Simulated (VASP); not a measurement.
Runs of VASP 6.6.1 on Re. The structure is that of space group Fd-3m (No. 227), or close to it. The cells are those of the table. 

```tsv
task	potentials or basis	cell	cutoff (eV)	second run	gap on the mesh (eV)	pressure (GPa)
single point	VASP PAW PBE potentials, release 64 (Re_sv_GW)	a = 3.830 Å, angles 60.0°, 2 atoms	500	valence_matched	none	28.3
relaxation of cell and atoms	VASP PAW PBE potentials, release 64 (Re)	relaxed to 10 GPa from a = 3.783 Å, angles 60.0°, 2 atoms	600	-	none	10.1
single point	VASP PAW PBE potentials, release 64 (Re_sv_GW)	a = 3.931 Å, angles 60.0°, 2 atoms	500	valence_matched	none	8.4
single point	VASP PAW PBE potentials, release 64 (Re)	a = 3.931 Å, angles 60.0°, 2 atoms	520	-	none	(a)
relaxation of cell and atoms	VASP PAW PBE potentials, release 64 (Re_sv_GW)	relaxed from a = 3.783 Å, angles 60.0°, 2 atoms	500	valence_matched	none	0.0
```

Alike in all rows: level PBE; no spin polarisation; k mesh 7 × 7 × 7; smearing gaussian 0.05 eV.

Problem. Fill in the values left out.

Solution. (a) 7.9.

Caveats: spin-orbit coupling is left out, which moves the levels of the heavy elements; the cell is relaxed towards a set pressure, so the enthalpy falls and the energy may rise (some runs).

A k mesh can miss the band edges, and the runs leave out spin-orbit coupling on Re.

A gap of «none» marks levels without a gap at the run's occupations.

The runs don't all hold the same shells in valence.
